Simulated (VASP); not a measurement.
OsI3: single point with PBE+U

The system is OsI3.

```
CELL_PARAMETERS angstrom
5.53703 0.00000 0.00000
0.00000 5.53703 0.00000
0.00000 0.00000 5.53703
ATOMIC_POSITIONS crystal
Os 0.00000 0.00000 0.00000
I 0.50000 0.00000 0.00000
I 0.00000 0.00000 0.50000
I 0.00000 0.50000 0.00000
```

- Program: VASP 6.6.1
- Task: single point
- Functional: PBE
- Potentials or basis: VASP PAW PBE potentials, release 64 (Os, I)
- Cutoff: 520 eV
- k mesh: 4 × 4 × 4
- Occupations: gaussian, width 0.05 eV
- Spin: collinear spin, ferromagnetic start
- Starting moments: [1.94, 0.0, 0.0, 0.0] μB
- Hubbard terms: Os d U = 2.0 eV

- Pressure: 0.3 GPa
- Net moment: 2.50 μB per cell
- Site moments: Os +2.08; I +0.10 μB
- Valence electrons inside the program's atomic spheres: Os 6.93; I 4.27

Levels at points of the mesh, in eV from the Fermi level:
Spin up:
```
           k point  band 12  band 13  band 14  band 15  band 16  band 17  band 18  band 19  band 20  band 21
(0.00, 0.00, 0.00)    -1.72    -1.72    -1.72    -1.29    -1.29    -1.29    -0.12     4.06     5.84     5.84
(0.50, 0.00, 0.00)    -1.83    -1.45    -1.45    -1.06    -1.04    -1.04     4.66     5.45     5.49     7.46
(0.50, 0.50, 0.00)    -1.53    -1.43    -1.02    -1.02    -0.69     3.04     5.42     5.42     6.03     6.13
(0.50, 0.50, 0.50)    -1.40    -0.68    -0.68    -0.68     3.06     3.06     4.13     4.56     4.56     4.56
```
Spin down:
| k point | band 11 | band 12 | band 13 | band 14 | band 15 | band 16 |
| --- | --- | --- | --- | --- | --- | --- |
| (0.00, 0.00, 0.00) | -1.18 | -1.18 | -0.96 | -0.96 | -0.96 | -0.96 |
| (0.50, 0.00, 0.00) | -1.32 | -1.32 | -0.96 | -0.95 | -0.29 | 0.54 |
| (0.50, 0.50, 0.00) | -2.12 | -0.70 | -0.50 | 0.55 | 0.55 | 0.63 |
| (0.50, 0.50, 0.50) | -0.49 | -0.49 | 0.65 | 0.65 | 0.65 | 3.60 |

Eigenvalues of the final occupation matrices:
```tsv
site	spin	trace	eigenvalues
site 1 d	1	4.09	0.64 0.64 0.93 0.93 0.93
site 1 d	2	2.03	0.29 0.29 0.29 0.58 0.58
```

It took 77 s on 1 thread of Intel(R) Xeon(R) 6975P-C (Granite Rapids) (shared host), peak memory 0.34 GiB.

Caveat: spin-orbit coupling is left out, which moves the levels of the heavy elements. The state reached can hang on the start; a lower one may exist.
